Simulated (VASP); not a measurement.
Here is a VASP 6.6.1 calculation.

Contents of INCAR:

```
SYSTEM = SrCl2
  PREC = Accurate
  ENCUT = 520
  EDIFF = 1E-6
  ISMEAR = 0
  SIGMA = 0.05
  LREAL = .FALSE.
  LASPH = .TRUE.
  NELM = 100
  ALGO = Normal
  ISIF = 2
  LWAVE = .FALSE.
  LCHARG = .FALSE.
  NBANDS = 46
```

KPOINTS

```
Automatic mesh
0
G
  5 5 2
  0 0 0
```

File POSCAR:

```
SrCl2
1.0
    3.4855000000     -3.4855000000      0.0000000000
    3.4855000000      0.0000000000     -3.4855000000
    8.7030508076      8.7030508076      8.7030508076
Sr Cl
3 6
Direct
    0.6666666667      0.6666666667      0.1335105979
    0.0000000000      0.0000000000      0.6674995905
    0.3333333333      0.3333333333      0.4005050942
    0.6666666667      0.6666666667      0.3337564701
    1.0000000000      0.0000000000      0.0667619738
    0.3333333333      0.3333333333      0.6007509664
    0.6666666667      0.6666666667      0.7342482146
    1.0000000000      1.0000000000      0.4672537183
    0.3333333333      0.3333333333      0.2002592220
```

Potentials or basis: VASP PAW LDA potentials, release 64 (Sr_sv, Cl).

Run with:

```bash
$ cat potpaw_LDA.64/Sr_sv/POTCAR potpaw_LDA.64/Cl/POTCAR > POTCAR
$ mpirun -np 1 vasp_std > vasp.out
```

Task: Predict the band gap on the k mesh.

Result: 4.68 eV (least direct gap 4.95 eV).

Task: Predict the pressure.

Result: -2.7 GPa.

Stress tensor (GPa, compression positive):
```
-2.73  0.49  0.49
 0.49 -2.73  0.49
 0.49  0.49 -2.73
```

Caveat: the cell differs from its parent crystal (the distance across one plane changed). A k mesh can miss the band edges.
